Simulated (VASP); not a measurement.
Runs of VASP 6.6.1 on Li2S. The structure is that of space group Fm-3m (No. 225), or close to it. The cells are those of the table. 

```tsv
task	cell	gap on the mesh (eV)	pressure (GPa)
single point	a = 3.806 Å, angles 60.0°, 3 atoms	3.23	9.9
relaxation of cell and atoms	relaxed to 30 GPa from a = 4.023 Å, angles 60.0°, 3 atoms	2.91	30.3
relaxation of cell and atoms	relaxed from a = 4.023 Å, angles 60.0°, 3 atoms	3.39	0.2
single point	a = 3.572 Å, angles 60.0°, 3 atoms	2.91	(a)
relaxation of cell and atoms	relaxed to 10 GPa from a = 4.023 Å, angles 60.0°, 3 atoms	3.23	9.8
```

Alike in all rows: level PBE; potentials or basis VASP PAW PBE potentials, release 64 (Li_sv, S); no spin polarisation; k mesh 6 × 6 × 6; cutoff (eV) 750; smearing gaussian 0.01 eV.

**Question.** Estimate the missing entries.

**Answer.** (a) 30.1.

Caveats: the cell stands under pressure (at least some runs); the cell is relaxed towards a set pressure, so the run minimises the enthalpy, not the energy (at least some runs); the relaxation stopped at its first step, so nothing moved (at least some runs).

A k mesh can miss the band edges.
